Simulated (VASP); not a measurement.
Wanted: the native input for a VASP 6.6.1 run.

- Task: single point
- Functional: PBE
- Potentials or basis: VASP PAW PBE potentials, release 64 (Na_pv, F)
- Cutoff: 520 eV
- k mesh: 8 × 8 × 8
- Occupations: gaussian, width 0.05 eV
- Spin: no spin polarisation
- Dipole correction: no
- Further INCAR settings: ALGO = Normal; EDIFF = 1e-06; NBANDS = 14

The structure of NaF lies in POSCAR:

```
NaF
1.0
    0.0000000000      2.3813825000      2.2652175000
    2.3813825000      0.0000000000      2.2652175000
    2.3813825000      2.3813825000      0.0000000000
Na F
1 1
Direct
    0.0000000000      0.0000000000      0.0000000000
    0.5000000000      0.5000000000      0.5000000000
```

This cell differs from its parent crystal: strain +0.025 along x and y, -0.025 along z.

One way to write it, as run:

INCAR

```
SYSTEM = NaF
  PREC = Accurate
  ENCUT = 520
  EDIFF = 1E-6
  ISMEAR = 0
  SIGMA = 0.05
  LREAL = .FALSE.
  LASPH = .TRUE.
  NELM = 60
  ALGO = Normal
  ISIF = 2
  LWAVE = .FALSE.
  LCHARG = .FALSE.
  GGA = PE
  NBANDS = 14
```

KPOINTS

```
Automatic mesh
0
G
  8 8 8
  0 0 0
```

Potentials or basis: VASP PAW PBE potentials, release 64 (Na_pv, F).

The run is started by

```bash
$ cat potpaw_PBE.64/Na_pv/POTCAR potpaw_PBE.64/F/POTCAR > POTCAR
$ mpirun -np 1 vasp_std > vasp.out
```

Results of the run:

```json
{
  "Pressure": "0.7 GPa",
  "Band gap on the k mesh": "6.12 eV, direct"
}
```

Caveat: the cell differs from its parent crystal (strain +0.025 along x and y, -0.025 along z).

It took 8 s on 1 thread of Intel(R) Xeon(R) 6975P-C (Granite Rapids), with other jobs on the host, peak memory 0.14 GiB.
